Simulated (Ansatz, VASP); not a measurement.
**One calculation of GaSbAs2, two programs**

File INCAR:

```
SYSTEM = GaSbAs2
  ALGO = Normal
  EDIFF = 1E-6
  EDIFFG = -0.005
  ENCUT = 600
  GGA = PS
  IBRION = 2
  ISIF = 3
  ISMEAR = 0
  LASPH = .TRUE.
  LCHARG = .FALSE.
  LREAL = .FALSE.
  LWAVE = .FALSE.
  NELM = 80
  NSW = 100
  PREC = Accurate
  SIGMA = 0.1
```

The input KPOINTS:

```
k-points
0
G
  10 10 6
  0 0 0
```

Contents of POSCAR:

```
GaSbAs2
1.0
    4.0715380709      0.0000000000      0.0000000000
    0.0000000000      4.0715380709      0.0000000000
    0.0000000000      0.0000000000      6.5954913524
Ga Sb As
1 1 2
Direct
    0.5000000000      0.5000000000      0.0000000000
    0.0000000000      0.0000000000      0.5000000000
    0.5000000000      0.0000000000      0.7867127869
    0.0000000000      0.5000000000      0.2132872131
```

Input for Ansatz:

```yaml
crystal:
  lattice:
    - [4.071538071, 0.0, 0.0]
    - [0.0, 4.071538071, 0.0]
    - [0.0, 0.0, 6.595491349]
  atoms:
    - { symbol: Ga, position: [0.5, 0.5, 0.0] }
    - { symbol: Sb, position: [0.0, 0.0, 0.5] }
    - { symbol: As, position: [0.5, 0.0, 0.7867127871] }
    - { symbol: As, position: [0.0, 0.5, 0.2132872129] }
basis:
  ecutwfc: 420
kpoints:
  mp_grid: { grid: [10, 10, 6] }
hamiltonian:
  xc: pbesol
scf:
  occupations: { method: gaussian, width: 0.1 }
output:
  forces: true
  stress: true
  eigenvalues: true
  write_density: true
  write_potential: true
  elf: true
  volumetric_format: npy
relax:
  adjacent_minimum: "off"
  f_tol: 0.005
  max_steps: 80
  cell: { stress_tol: 0.05 }
```

Alike in both runs: task relaxation of cell and atoms; functional PBEsol; k mesh 10 × 10 × 6; occupations gaussian, width 0.1 eV; no spin polarisation.

```csv
,VASP,Ansatz
version,VASP 6.6.1,Ansatz 0.2.0
potentials or method,"VASP PAW PBE potentials, release 64 (Ga_d, Sb, As), cutoff 600 eV","scalar-relativistic, plane waves, PAW"
valence electrons in the cell,28,58
```

```csv
,VASP,Ansatz,Ansatz less VASP
"gap on the k mesh at the Fermi level, each at its own relaxed structure (eV)",none,none,-
relaxed volume (Å³/atom),27.39,27.32,-0.074
relaxed length of the cell vector where the two differ most in proportion (Å),6.578,6.571,-0.0071
```

VASP's potentials were made for PBE, not for PBEsol. A gap of «none» marks a metal or a gap that the smearing closes. VASP's potentials hold 28 valence electrons a cell and Ansatz's 58, so a difference there can come from the potentials and not from the codes.

Spin-orbit coupling is off throughout.
